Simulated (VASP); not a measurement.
A run of VASP 6.6.1:

File INCAR:

```
SYSTEM = SrLi3
PREC = Accurate
ENCUT = 600
EDIFF = 1E-7
ISMEAR = 0
SIGMA = 0.1
LREAL = .FALSE.
LASPH = .TRUE.
NELM = 60
ALGO = Fast
ISIF = 3
LWAVE = .FALSE.
LCHARG = .FALSE.
GGA = PE
IBRION = 2
NSW = 90
EDIFFG = -0.04
```

The input KPOINTS:

```
Automatic mesh
0
G
  6 4 4
  0 0 0
```

File POSCAR:

```
SrLi3
1.0
    2.7143993700      0.0000000000      0.0000000000
    0.0000000000      4.5648517400      0.0000000000
    0.0000000000      0.0000000000      5.5349543400
Li Sr
3 1
Direct
    0.0000000000      0.0000000000      0.2558544800
    0.0000000000      0.0000000000      0.7441455200
    0.0000000000      0.5000000000      0.0000000000
    0.5000000000      0.5000000000      0.5000000000
```

Potentials or basis: VASP PAW PBE potentials, release 64 (Li_sv, Sr_sv).

Run with:

```console
$ cat potpaw_PBE.64/Li_sv/POTCAR potpaw_PBE.64/Sr_sv/POTCAR > POTCAR
$ mpirun -np 1 vasp_std > vasp.out
```

Hardware: 1 thread of Intel(R) Xeon(R) Platinum 8259CL CPU @ 2.50GHz (Skylake/Cascade Lake), with other jobs on the host.

Estimate the wall time of this run.

Wall time 26 min on 1 thread of Intel(R) Xeon(R) Platinum 8259CL CPU @ 2.50GHz (Skylake/Cascade Lake) (shared host), peak memory 0.22 GiB. Counts: scf iterations 442, k points 36, ion steps 10.
